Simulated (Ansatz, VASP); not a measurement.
## One calculation of Ta, two programs

POSCAR

```
Ta
1.0
    2.8467663344      0.0000000000      0.0000000000
   -1.4233831672      2.4653719642      0.0000000000
    0.0000000000      0.0000000000      5.0587568387
Ta
2
Direct
    0.3333333333      0.6666666667      0.2500000000
    0.6666666667      0.3333333333      0.7500000000
```

File INCAR.step1:

```
SYSTEM = Ta
PREC     = Accurate       ! precision mode
ENCUT    = 520            ! plane-wave cutoff, eV
ISMEAR   = -1             ! smearing method
SIGMA    = 0.1            ! smearing width, eV
LREAL    = .FALSE.        ! projectors in reciprocal space
LASPH    = .TRUE.         ! aspherical terms in the spheres
NELM     = 80             ! most SCF steps
NBANDS   = 18             ! bands
GGA      = PE             ! functional
ALGO     = Normal         ! electronic algorithm
EDIFF    = 1E-4           ! SCF threshold, eV
LWAVE    = .TRUE.         ! write WAVECAR
LCHARG   = .FALSE.        ! write CHGCAR
```

The input INCAR.step2:

```
SYSTEM = Ta
PREC     = Accurate       ! precision mode
ENCUT    = 520            ! plane-wave cutoff, eV
EDIFF    = 1E-6           ! SCF threshold, eV
ISMEAR   = -1             ! smearing method
SIGMA    = 0.1            ! smearing width, eV
LREAL    = .FALSE.        ! projectors in reciprocal space
LASPH    = .TRUE.         ! aspherical terms in the spheres
NELM     = 80             ! most SCF steps
ALGO     = Normal         ! electronic algorithm
ISIF     = 2              ! what is computed and relaxed
LWAVE    = .FALSE.        ! write WAVECAR
LCHARG   = .TRUE.         ! write CHGCAR
METAGGA  = R2SCAN         ! meta-GGA
LMIXTAU  = .TRUE.       
LELF     = .TRUE.         ! ELF
LVHAR    = .TRUE.       
NBANDS   = 18             ! bands
ISTART   = 1
```

The input KPOINTS:

```
Automatic mesh
0
G
  14 14 7
  0 0 0
```

Input for Ansatz:

```yaml
crystal:
  lattice:
    - [2.8467663344, 0.0, 0.0]
    - [-1.4233831672, 2.4653719642, 0.0]
    - [0.0, 0.0, 5.0587568387]
  atoms:
    - { symbol: Ta, position: [0.3333333333, 0.6666666667, 0.25] }
    - { symbol: Ta, position: [0.6666666667, 0.3333333333, 0.75] }
hamiltonian:
  xc: r2scan
  pseudopotentials:
    kind: paw
    azcp:
      Ta: "pseudopotentials/Ta.paw.azcp"
basis:
  ecutwfc: 500
  fft_grid_basis: typed
kpoints:
  mp_grid: { grid: [14, 14, 7], shift: [0, 0, 0] }
magnetization:
  spin_polarized: false
scf:
  occupations: { method: fermi_dirac, width: 0.1 }
  lower_state_search: "off"
output:
  stress: true
  write_density: true
  write_potential: true
  elf: true
  volumetric_format: npy
```

Alike in both runs: task single point; functional r2SCAN; k mesh 14 × 14 × 7; occupations fermi-dirac, width 0.1 eV; no spin polarisation.

|  | VASP | Ansatz |
| --- | --- | --- |
| version | VASP 6.6.1 | Ansatz 0.2.0 |
| potentials or method | VASP PAW PBE potentials, release 64 (Ta_pv), cutoff 520 eV | plane waves (500 eV) with PAW, scalar-relativistic |
| valence electrons in the cell | 22 | 26 |

```tsv
	VASP	Ansatz	Ansatz less VASP
pressure (GPa)	9.6	9.0	-0.67
traceless stress, the component that is largest in VASP (GPa)	-0.95	-0.98	-0.028
```

VASP's potentials were made for PBE, not for r2SCAN. VASP's potentials hold 22 valence electrons a cell and Ansatz's 26, so a difference there can come from the potentials and not from the codes.

Neither program's run includes spin-orbit coupling.
